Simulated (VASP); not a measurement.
Input of a VASP 6.6.1 run:

The input INCAR:

```
SYSTEM = PbSe
PREC     = Accurate       ! precision mode
ENCUT    = 520            ! plane-wave cutoff, eV
EDIFF    = 1E-6           ! SCF threshold, eV
ISMEAR   = -1             ! smearing method
SIGMA    = 0.01           ! smearing width, eV
LREAL    = .FALSE.        ! projectors in reciprocal space
LASPH    = .TRUE.         ! aspherical terms in the spheres
NELM     = 60             ! most SCF steps
ALGO     = Normal         ! electronic algorithm
ISIF     = 2              ! what is computed and relaxed
LWAVE    = .FALSE.        ! write WAVECAR
LCHARG   = .FALSE.        ! write CHGCAR
GGA      = PE             ! functional
NBANDS   = 17             ! bands
```

File KPOINTS:

```
regular mesh
0
G
  9 9 9
  0 0 0
```

Contents of POSCAR:

```
PbSe
1.0
    0.0000000000      2.9996396028      2.9996396028
    2.9996396028      0.0000000000      2.9996396028
    2.9996396028      2.9996396028      0.0000000000
Pb Se
1 1
Direct
    0.0000000000      0.0000000000      0.0000000000
    0.5000000000      0.5000000000      0.5000000000
```

Potentials or basis: VASP PAW PBE potentials, release 64 (Pb_d, Se).

The run is started by

```sh
$ cat potpaw_PBE.64/Pb_d/POTCAR potpaw_PBE.64/Se/POTCAR > POTCAR
$ mpirun -np 1 vasp_std > vasp.out
```

(1) What does it give for the pressure?

## Answers

(1) 6.3 GPa.
